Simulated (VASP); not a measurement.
Runs of VASP 6.6.1 on HPbNO4. The typed cell holds 7 atoms: a = 3.858 Å, b = 5.535 Å, c = 6.055 Å, α = 106.62°, β = 93.97°, γ = 90.45°. 

```tsv
level	potentials or basis	k mesh	cutoff (eV)	second run	gap on the mesh (eV)	pressure (GPa)	largest force (eV/Å)
PBE+D3(BJ)	VASP PAW PBE potentials, release 64 (H_h, Pb_d, N_h, O_h)	5 × 4 × 4	910	hard_potentials	3.14	(a)	0.05
PBE	VASP PAW PBE potentials, release 64 (H, Pb_d, N, O)	5 × 4 × 4	520	-	3.12	0.5	0.42
PBE	VASP PAW PBE potentials, release 64 (H, Pb_d, N, O)	7 × 5 × 5	520	-	3.14	0.5	0.42
PBE	VASP PAW PBE potentials, release 64 (H, Pb_d, N, O)	5 × 3 × 3	520	-	3.20	0.5	0.42
```

Alike in all rows: task single point; no spin polarisation; cell as given; smearing fermi-dirac 0.05 eV.

Task: Estimate the missing entries.

Result: (a) -0.9.

Caveats: spin-orbit coupling is left out, which moves the levels of the heavy elements; the standard files for N, O and F lose accuracy on very short bonds (some runs); the cutoff is under 1.25 times the usual one of these potentials, so pressure, stress and relaxed cells hold a basis-set (Pulay) error (some runs); three body term missing (some runs).

A k mesh can miss the band edges, and the runs leave out spin-orbit coupling on Pb.
